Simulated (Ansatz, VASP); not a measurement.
# Two plane-wave programs on SiC2

INCAR

```
SYSTEM = SiC2
PREC = Accurate ; ENCUT = 910
EDIFF = 1E-6 ; ISMEAR = 0
SIGMA = 0.1 ; LREAL = .False.
LASPH = .True. ; NELM = 200
ALGO = Normal ; ISIF = 2
LWAVE = .False. ; LCHARG = .True.
ISPIN = 2 ; MAGMOM = 0 1 1
LORBIT = 11 ; GGA = PE
LELF = .True. ; LVHAR = .True.
NBANDS = 17 ; GGA_COMPAT = .False.
```

The input KPOINTS:

```
Automatic mesh
0
Gamma
  8 8 8
  0 0 0
```

The input POSCAR:

```
SiC2
1.0
   -1.4193064010      1.9601624053      3.2775885153
    1.4193064010     -1.9601624053      3.2775885153
    1.4193064010      1.9601624053     -3.2775885153
Si C
1 2
Direct
    0.0000000000      0.0000000000      0.0000000000
    0.3295735462      0.5000000000      0.8295735462
    0.6704264538      0.5000000000      0.1704264538
```

Input for Ansatz:

```yaml
crystal:
  lattice:
    - [-1.419306401, 1.9601624053, 3.2775885153]
    - [1.419306401, -1.9601624053, 3.2775885153]
    - [1.419306401, 1.9601624053, -3.2775885153]
  atoms:
    - { symbol: Si, position: [0.0, 0.0, 0.0] }
    - { symbol: C, position: [0.3295735462, 0.5, 0.8295735462], spin: 1.0 }
    - { symbol: C, position: [0.6704264538, 0.5, 0.1704264538], spin: 1.0 }
basis:
  ecutwfc: 420
kpoints:
  mp_grid: { grid: [8, 8, 8] }
hamiltonian:
  xc: pbe
scf:
  occupations: { method: gaussian, width: 0.1 }
  lower_state_search: "off"
output:
  forces: true
  stress: true
  eigenvalues: true
  populations: true
magnetization:
  spin_polarized: true
```

Alike in both runs: task single point; functional PBE; k mesh 8 × 8 × 8; occupations gaussian, width 0.1 eV; collinear spin.

```csv
,VASP,Ansatz
version,VASP 6.6.1,Ansatz 0.2.0
potentials or method,"VASP PAW PBE potentials, release 64 (Si, C_h), cutoff 910 eV","scalar-relativistic, plane waves, PAW"
valence electrons in the cell,12,12
```

```csv
,VASP,Ansatz,Ansatz less VASP
gap on the k mesh at the Fermi level (eV),none,none,-
rms of the force components (eV/Å),0.006,0.004,-0.0029
net moment per atom (μB),0.00,0.00,0.000
```

Atom by atom the forces differ by 0.003 eV/Å (rms over components). A gap of «none» marks a metal or a gap that the smearing closes. Ansatz's warnings: seeded moment not kept.

Noted on VASP's run: the cutoff is short for stress, so the pressure is rough.
